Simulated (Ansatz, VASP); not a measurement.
KMgF3: VASP beside Ansatz

INCAR

```
SYSTEM = KMgF3
PREC = Accurate
ENCUT = 520
EDIFF = 1E-6
ISMEAR = 0
SIGMA = 0.02
LREAL = .False.
LASPH = .True.
NELM = 80
ALGO = Normal
ISIF = 2
LWAVE = .False.
LCHARG = .False.
GGA = PS
NBANDS = 24
```

Contents of KPOINTS:

```
regular mesh
0
Gamma
  6 6 6
  0 0 0
```

POSCAR

```
KMgF3
1.0
    4.1708601978      0.0000000000      0.0000000000
    0.0000000000      4.1708601978      0.0000000000
    0.0000000000      0.0000000000      3.9020134682
K Mg F
1 1 3
Direct
    0.5000000000      0.5000000000      0.5000000000
    0.0000000000      0.0000000000      0.0000000000
    0.0000000000      0.5000000000      0.0000000000
    0.0000000000      0.0000000000      0.5000000000
    0.5000000000      0.0000000000      0.0000000000
```

Input for Ansatz:

```yaml
crystal:
  lattice:
    - [4.1708601978, 0.0, 0.0]
    - [0.0, 4.1708601978, 0.0]
    - [0.0, 0.0, 3.9020134682]
  atoms:
    - { symbol: K, position: [0.5, 0.5, 0.5] }
    - { symbol: Mg, position: [0.0, 0.0, 0.0] }
    - { symbol: F, position: [0.0, 0.5, 0.0] }
    - { symbol: F, position: [0.0, 0.0, 0.5] }
    - { symbol: F, position: [0.5, 0.0, 0.0] }
basis:
  ecutwfc: 420
kpoints:
  mp_grid: { grid: [6, 6, 6] }
  band_path: { path: [VBM, CBM], npoints: 2 }
hamiltonian:
  xc: pbesol
scf:
  occupations: { method: gaussian, width: 0.02 }
output:
  forces: true
  stress: true
  eigenvalues: true
checkpoint:
  read: start.run
  write: ck
  compress: false
  write_wavefunctions: false
  write_every: 100000
```

Alike in both runs: task single point; functional PBEsol; k mesh 6 × 6 × 6; occupations gaussian, width 0.02 eV; no spin polarisation.

```csv
,VASP,Ansatz
version,VASP 6.6.1,Ansatz 0.2.0
potentials or method,"VASP PAW PBE potentials, release 64 (K_sv, Mg, F), cutoff 520 eV","scalar-relativistic, plane waves, PAW"
valence electrons in the cell,32,40
```

Ansatz gave:

| Item | Value |
| --- | --- |
| gap on the k mesh at the Fermi level (eV) | 6.64 |
| least direct gap on the mesh (eV) | 6.95 |
| pressure (GPa) | -3.6 |
| traceless stress, the component that is largest in VASP (GPa) | 3.65 |

Problem. Estimate VASP's values.

Solution. gap on the k mesh at the Fermi level (eV): 6.62; least direct gap on the mesh (eV): 6.93; pressure (GPa): -4.0; traceless stress, the component that is largest in VASP (GPa): 3.64.

VASP's potentials were made for PBE, not for PBEsol. With one functional, cell and mesh, what is left measures potentials, basis and numerics. VASP's potentials hold 32 valence electrons a cell and Ansatz's 40, so a difference there can come from the potentials and not from the codes.
